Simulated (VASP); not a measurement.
# BaTiO3 (Amm2) in VASP: single point with PBE

Aim: the single point of BaTiO3 with PBE.

All numbers are computed with VASP 6.6.1; they aren't measurements. Logs are shortened: lines on timing, memory, paths and dates and some standing lists are left out, and cuts for length are marked.

## (1) The cell of the first run

The structure is orthorhombic, space group Amm2 (No. 38). The conventional cell has a = 3.984 Å, b = 5.674 Å, c = 5.805 Å, α = 90.00°, β = 90.00°, γ = 90.00°. Ba (site symmetry mm2) has 12 O at 2.79 to 3.02 Å and 8 Ti at 3.45 to 3.59 Å within 3.7 Å. Within 2.5 Å of Ti (site symmetry mm2) lie 6 O at 1.85 to 2.21 Å. Within 2.9 Å of O (site symmetry mm2) lie 2 Ti at 2.00 Å and 3 Ba at 2.79 to 2.84 Å and 8 O at 2.82 to 2.87 Å. Within 2.5 Å of O (site symmetry m) lie 2 Ti at 1.85 to 2.21 Å.

## (2) Single point, PBE (z stretched by +2 %, then relaxed in part)

Contents of INCAR:

```
PREC = Accurate
ENCUT = 1340
EDIFF = 1E-6
ISMEAR = -1
SIGMA = 0.02
LREAL = F
LASPH = T
NELM = 120
ALGO = Normal
ISIF = 2
LWAVE = F
LCHARG = F
GGA = PE
NBANDS = 28
GGA_COMPAT = F
```

Contents of KPOINTS:

```
regular mesh
0
Gamma
  8 8 8
```

Contents of POSCAR:

```
BaTiO3
1.0
    3.9841000000      0.0000000000      0.0000000000
    0.0000000000      2.8370500000      2.9027160000
    0.0000000000     -2.8370500000      2.9027160000
Ba Ti O
1 1 3
Direct
    0.0000000000      0.0094805963      0.0094805963
    0.5000000000      0.5245838570      0.5245838570
    0.0000000000      0.4895412991      0.4895412991
    0.5000000000      0.4919341429      0.9806801047
    0.5000000000      0.9806801047      0.4919341429
```

Potentials or basis: VASP PAW PBE potentials, release 64 (Ba_sv, Ti_sv, O_h).

Launch:

```
$ cat potpaw_PBE.64/Ba_sv/POTCAR potpaw_PBE.64/Ti_sv/POTCAR potpaw_PBE.64/O_h/POTCAR > POTCAR
$ mpirun -np 1 vasp_std > vasp.out
```

OUTCAR:

```text
PREC = Accurate
   ENCUT = 1340
   EDIFF = 1E-6
   ISMEAR = -1
   LREAL = F
   LASPH = T
   NELM = 120
   ISIF = 2
   GGA = PE

 ion  position               nearest neighbor table
   1  0.000  0.009  0.009-   3 2.79   4 2.79   5 2.79   4 2.79   5 2.79   3 2.84   3 2.84   5 2.90
                             4 2.90   5 2.90   4 2.90   3 3.02   2 3.45   2 3.45   2 3.47   2 3.47
   2  0.500  0.525  0.525-   4 1.85   5 1.85   3 2.00   3 2.00   5 2.21   4 2.21   1 3.45   1 3.45
                             1 3.47   1 3.47   1 3.47   1 3.47   1 3.59   1 3.59
   3  0.000  0.490  0.490-   2 2.00   2 2.00   1 2.79   1 2.84   1 2.84   1 3.02
   4  0.500  0.492  0.981-   2 1.85   2 2.21   1 2.79   1 2.79   1 2.90   1 2.90
   5  0.500  0.981  0.492-   2 1.85   2 2.21   1 2.79   1 2.79   1 2.90   1 2.90

  LATTYP: Found a base centered orthorhombic cell.
 ALAT       =     5.6741000000
 B/A-ratio  =     1.0231458734
 C/A-ratio  =     0.7021554079

  Lattice vectors:

 A1 = (   0.0000000000,   2.8370500000,  -2.9027160000)
 A2 = (   0.0000000000,   2.8370500000,   2.9027160000)
 A3 = (   3.9841000000,   0.0000000000,   0.0000000000)

Analysis of symmetry for initial positions (statically):
=====================================================================
 Subroutine PRICEL returns:
 Original cell was already a primitive cell.

 Routine SETGRP: Setting up the symmetry group for a
 base centered orthorhombic supercell.

 Subroutine GETGRP returns: Found  4 space group operations
 (whereof  4 operations were pure point group operations)
 out of a pool of  8 trial point group operations.

The static configuration has the point symmetry C_2v.

Analysis of symmetry for dynamics (positions and initial velocities):
=====================================================================
 Subroutine PRICEL returns:
 Original cell was already a primitive cell.

 Routine SETGRP: Setting up the symmetry group for a
 base centered orthorhombic supercell.

 Subroutine GETGRP returns: Found  4 space group operations
 (whereof  4 operations were pure point group operations)
 out of a pool of  8 trial point group operations.

The dynamic configuration has the point symmetry C_2v.

 Subroutine INISYM returns: Found  4 space group operations
 (whereof  4 operations are pure point group operations),
 and found     1 'primitive' translations

----------------------------------------------------------------------------------------

                                     Primitive cell

  volume of cell :      65.6193

[... 92 lines left out ...]
   ENCUT  = 1340.0 eV  98.49 Ry    9.92 a.u.  11.89 12.11 12.11*2*pi/ulx,y,z
   NELM   =    120;   NELMIN=  2; NELMDL= -5     # of ELM steps
   EDIFF  = 0.1E-05   stopping-criterion for ELM
   LREAL  =      F    real-space projection
   EDIFFG = 0.1E-04   stopping-criterion for IOM
   NSW    =      0    number of steps for IOM
   IBRION =     -1    ionic relax: 0-MD 1-quasi-New 2-CG
   NFREE  =      0    steps in history (QN), initial steepest desc. (CG)
   ISIF   =      2    stress and relaxation
   ISYM   =      2    0-nonsym 1-usesym 2-fastsym
   POTIM  = 0.5000    time-step for ionic-motion
   TEBEG  =    0.0;   TEEND  =   0.0 temperature during run
   PSTRESS=    0.0 pullay stress
   NELECT =      40.0000    total number of electrons
   NUPDOWN=      -1.0000    fix difference up-down
   EMIN   =  10.00;   EMAX   =-10.00  energy-range for DOS
   EFERMI =   0.00;   METHOD = LEGACY
   ISMEAR =    -1;   SIGMA  =   0.02  broadening in eV -4-tet -1-fermi 0-gaus
   EFERMI_NEDOS =   21; number of points for ismear=-14 and -15
   IALGO  =     38    algorithm
   IMIX   =      4    mixing-type and parameters
     AMIX     =   0.40;   BMIX     =  1.00
     AMIX_MAG =   1.60;   BMIX_MAG =  1.00
  volume/ion in A,a.u.               =      13.12        88.56
  Fermi-wavevector in a.u.,A,eV,Ry     =   1.388090  2.623109 26.215616  1.926793
  Thomas-Fermi vector in A             =   2.512249
   LORBIT       =      0    0 simple, 1 ext, 2 COOP (PROOUT), +10 PAW based schemes
   GGA     = PE    functional components
   LHFCALC =     F    Hartree Fock is set to
   AEXX    =    0.0000 exact exchange contribution
   IVDW    =     0    specifies the selected vdW correction
   LEPSILON=     F    determine dielectric tensor
   LRPA    =     F    only Hartree local field effects (RPA)
 non-spin polarized calculation
  energy-cutoff  :     1340.00
  volume of cell :       65.62
 maximum number of plane-waves:      7338
 NGX is ok and might be reduce to    48
   NGX = 23   NGY = 25   NGZ = 25

 number of electron      40.0000000 magnetization

 Free energy of the ion-electron system (eV)
  ---------------------------------------------------
  ext. energy  EPLUGINS =         0.00000000
  ---------------------------------------------------
  free energy    TOTEN  =       -40.05752184 eV

  energy without entropy =      -40.05752184  energy(sigma->0) =      -40.05752184

 E-fermi :   4.4025     XC(G=0): -11.1196

 val. band max:        3.9850578701   @ k =   0.5000   0.5000   0.5000
 cond. band min:       6.2233926057   @ k =   0.0000   0.0000   0.0000
 fundamental gap:      2.2383347356
 Fermi energy:         4.4025220004

 k-point     1 :       0.0000    0.0000    0.0000
  band No.  band energies     occupation
      1     -52.3880      2.00000
      2     -28.6669      2.00000
      3     -28.6540      2.00000
      4     -28.5906      2.00000
      5     -20.9068      2.00000
      6     -12.8266      2.00000
[... 733 lines left out ...]
     27      11.9307      0.00000
     28      13.3476      0.00000

 [... further k-points ...]
[... 5 lines left out ...]
  --------------------------------------------------------------------------------------
  -------------------------------------------------------------------------------------
  Total        1.1649958      2.2761767      0.7903092      0.0000000      0.0000000      0.0000000
  in kB       28.4448190     55.5756802     19.2963809      0.0000000      0.0000000      0.0000000
  external PRESSURE =      34.4389600 kB  Pullay stress =       0.0000000 kB

 VOLUME and BASIS-vectors are now :
 -----------------------------------------------------------------------------
  energy-cutoff  :     1340.00
  volume of cell :       65.62
      direct lattice vectors                 reciprocal lattice vectors
     3.984100000  0.000000000  0.000000000     0.250997716  0.000000000  0.000000000
     0.000000000  2.837050000  2.902716000     0.000000000  0.176239404  0.172252470
     0.000000000 -2.837050000  2.902716000     0.000000000 -0.176239404  0.172252470

 POSITION                                       TOTAL-FORCE (eV/Angst)
 -----------------------------------------------------------------------------------
      0.00000      0.00000      0.05504         0.000000      0.000000     -0.042938
      1.99205      0.00000      3.04544         0.000000      0.000000     -0.044023
      0.00000      0.00000      2.84200         0.000000      0.000000      0.014869
      1.99205     -1.38660      4.27458         0.000000     -0.012271      0.036046
      1.99205      1.38660      4.27458         0.000000      0.012271      0.036046
 -----------------------------------------------------------------------------------
    total drift:                                0.000000      0.000000      0.000904

  FREE ENERGIE OF THE ION-ELECTRON SYSTEM (eV)
  ---------------------------------------------------
  free  energy   TOTEN  =       -40.0575218414 eV

  energy  without entropy=      -40.0575218414  energy(sigma->0) =      -40.05752184
```

OSZICAR:

```text
N       E                     dE             d eps       ncg     rms          rms(c)
DAV:   1     0.676157042366E+03    0.67616E+03   -0.35594E+04  5880   0.311E+03
DAV:   2     0.788233498832E+02   -0.59733E+03   -0.57101E+03  6068   0.648E+02
DAV:   3    -0.422390989073E+02   -0.12106E+03   -0.11395E+03  9020   0.214E+02
DAV:   4    -0.502819833571E+02   -0.80429E+01   -0.80116E+01  7632   0.541E+01
DAV:   5    -0.506309028245E+02   -0.34892E+00   -0.34862E+00  9352   0.108E+01    0.238E+01
DAV:   6    -0.401738826567E+02    0.10457E+02   -0.55691E+01  9140   0.678E+01    0.103E+01
DAV:   7    -0.402354963723E+02   -0.61614E-01   -0.12133E+01  8320   0.251E+01    0.726E+00
DAV:   8    -0.400648186059E+02    0.17068E+00   -0.70255E-01  7068   0.728E+00    0.404E+00
DAV:   9    -0.400834377087E+02   -0.18619E-01   -0.44307E-01  8960   0.632E+00    0.165E+00
DAV:  10    -0.400636802639E+02    0.19757E-01   -0.17226E-01  7824   0.408E+00    0.707E-01
DAV:  11    -0.400583063935E+02    0.53739E-02   -0.14223E-02  8444   0.914E-01    0.338E-01
DAV:  12    -0.400575461724E+02    0.76022E-03   -0.51655E-03  8072   0.498E-01    0.581E-02
DAV:  13    -0.400575043325E+02    0.41840E-04   -0.39612E-04  7356   0.200E-01    0.234E-02
DAV:  14    -0.400575303012E+02   -0.25969E-04   -0.12015E-04  8592   0.814E-02    0.290E-02
DAV:  15    -0.400575225185E+02    0.77827E-05   -0.78242E-05  8208   0.868E-02    0.136E-02
DAV:  16    -0.400575218320E+02    0.68646E-06   -0.10565E-05  6892   0.333E-02    0.174E-03
DAV:  17    -0.400575218414E+02   -0.94115E-08   -0.77362E-07  4428   0.897E-03
   1 F= -.40057522E+02 E0= -.40057522E+02  d E =-.832771E-11
```

stdout:

```text
POSCAR found type information on POSCAR BaTiO
 POSCAR found :  3 types and       5 ions
 scaLAPACK will be used
 LDA part: xc-table for (Slater+PW92), standard interpolation
 POSCAR, INCAR and KPOINTS ok, starting setup
 FFT: planning ... GRIDC
 FFT: planning ... GRID_SOFT
 FFT: planning ... GRID
 WAVECAR not read
 entering main loop
```

Run time: 8.5 min. Hardware: 1 thread of Intel Xeon Platinum 8488C (Sapphire Rapids), shared host; peak memory 0.9 GiB.

Results:

```
Free energy            : -40.0575 eV
Pressure               : 3.4 GPa
Largest force          : 0.044 eV/Å
Band gap on the k mesh : 2.24 eV (least direct gap 2.66 eV)
```

Forces in eV/Å, atoms in the order of the input:
```
Ba   0.000  0.000 -0.043
Ti   0.000  0.000 -0.044
O    0.000  0.000  0.015
O    0.000 -0.012  0.036
O    0.000  0.012  0.036
```

Caveat: the cell differs from its parent crystal (z stretched by +2 %, then relaxed in part); the cell stands under pressure; spin-orbit coupling is left out, which moves the levels of the heavy elements.
